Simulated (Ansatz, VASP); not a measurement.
# Be: VASP beside Ansatz

INCAR

```
SYSTEM = Be
PREC     = Accurate       ! precision mode
ENCUT    = 600            ! plane-wave cutoff, eV
EDIFF    = 1E-6           ! SCF threshold, eV
ISMEAR   = 0              ! smearing method
SIGMA    = 0.1            ! smearing width, eV
LREAL    = .FALSE.        ! projectors in reciprocal space
LASPH    = .TRUE.         ! aspherical terms in the spheres
NELM     = 100            ! most SCF steps
ALGO     = Normal         ! electronic algorithm
ISIF     = 3              ! what is computed and relaxed
LWAVE    = .FALSE.        ! write WAVECAR
LCHARG   = .FALSE.        ! write CHGCAR
GGA      = PE             ! functional
IVDW     = 12             ! dispersion correction
IBRION   = 2              ! ionic algorithm
NSW      = 100            ! ionic steps
EDIFFG   = -0.05          ! ionic threshold
```

Contents of KPOINTS:

```
Automatic mesh
0
G
  10 6 6
  0 0 0
```

Contents of POSCAR:

```
Be
1.0
    2.1680000000      0.0000000000      0.0000000000
    0.0000000000      3.7550000000      0.0000000000
    0.0000000000      0.0000000000      3.4160000000
Be
4
Direct
    0.6700000000      0.8200000000      0.7000000000
    0.3300000000      0.1800000000      0.7000000000
    0.1700000000      0.6800000000      0.3000000000
    0.8300000000      0.3200000000      0.3000000000
```

Input for Ansatz:

```yaml
crystal:
  lattice:
    - [2.168, 0.0, 0.0]
    - [0.0, 3.755, 0.0]
    - [0.0, 0.0, 3.416]
  atoms:
    - { symbol: Be, position: [0.67, 0.82, 0.7] }
    - { symbol: Be, position: [0.33, 0.18, 0.7] }
    - { symbol: Be, position: [0.17, 0.68, 0.3] }
    - { symbol: Be, position: [0.83, 0.32, 0.3] }
basis:
  ecutwfc: 420
kpoints:
  mp_grid: { grid: [10, 6, 6] }
hamiltonian:
  xc: pbe
  dispersion: d3bj
scf:
  occupations: { method: gaussian, width: 0.1 }
output:
  forces: true
  stress: true
  eigenvalues: true
relax:
  adjacent_minimum: "off"
  f_tol: 0.05
  max_steps: 80
  cell: { stress_tol: 0.5 }
```

Alike in both runs: task relaxation of cell and atoms; functional PBE; dispersion D3(BJ); k mesh 10 × 6 × 6; occupations gaussian, width 0.1 eV; no spin polarisation.

```csv
,VASP,Ansatz
version,VASP 6.6.1,Ansatz 0.2.0
potentials or method,"VASP PAW PBE potentials, release 64 (Be), cutoff 600 eV","scalar-relativistic, plane waves, PAW"
valence electrons in the cell,8,8
```

|  | VASP | Ansatz | Ansatz less VASP |
| --- | --- | --- | --- |
| gap on the k mesh at the Fermi level, each at its own relaxed structure (eV) | none | none | - |
| relaxed volume (Å³/atom) | 7.37 | 7.32 | -0.044 |
| relaxed length of the cell vector where the two differ most in proportion (Å) | 2.357 | 2.514 | +0.1574 |

A gap of «none» marks a metal or a gap that the smearing closes. One of these differences is far larger than is usual between the two programs; its cause wasn't traced.
